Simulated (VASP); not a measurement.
Here is a VASP 6.6.1 calculation.

Contents of INCAR:

```
SYSTEM = CaSe
PREC = Accurate
ENCUT = 520
EDIFF = 1E-7
ISMEAR = 0
SIGMA = 0.1
LREAL = .FALSE.
LASPH = .TRUE.
NELM = 100
ALGO = Normal
ISIF = 2
LWAVE = .FALSE.
LCHARG = .FALSE.
GGA = B5
ALDAX = 1.0
AGGAX = 1.0
AGGAC = 1.0
ALDAC = 0.0
IBRION = 2
NSW = 30
EDIFFG = -0.005
```

File KPOINTS:

```
Automatic mesh
0
G
  4 4 4
  0 0 0
```

Contents of POSCAR:

```
CaSe
1.0
    0.0000000000      2.9702381052      2.9702381052
    2.9702381052      0.0000000000      2.9702381052
    2.9702381052      2.9702381052      0.0000000000
Ca Se
1 1
Direct
    0.0000000000      0.0000000000      0.0000000000
    0.5000000000      0.5000000000      0.5000000000
```

Potentials or basis: VASP PAW PBE potentials, release 64 (Ca_sv, Se).

The run is started by

```console
$ cat potpaw_PBE.64/Ca_sv/POTCAR potpaw_PBE.64/Se/POTCAR > POTCAR
$ mpirun -np 1 vasp_std > vasp.out
```

Question: What does it give for the band gap on the k mesh?

Answer: 2.15 eV, indirect (least direct gap 3.04 eV).

Final structure:
```yaml
crystal:
  lattice:
    - [0.00000, 2.97024, 2.97024]
    - [2.97024, 0.00000, 2.97024]
    - [2.97024, 2.97024, 0.00000]
  atoms:
    - { symbol: Ca, position: [0.00000, 0.00000, 0.00000] }
    - { symbol: Se, position: [0.50000, 0.50000, 0.50000] }
```

Caveat: the k points lie up to 0.46 Å⁻¹ apart; the relaxation stopped at its first step, so nothing moved. A k mesh can miss the band edges.
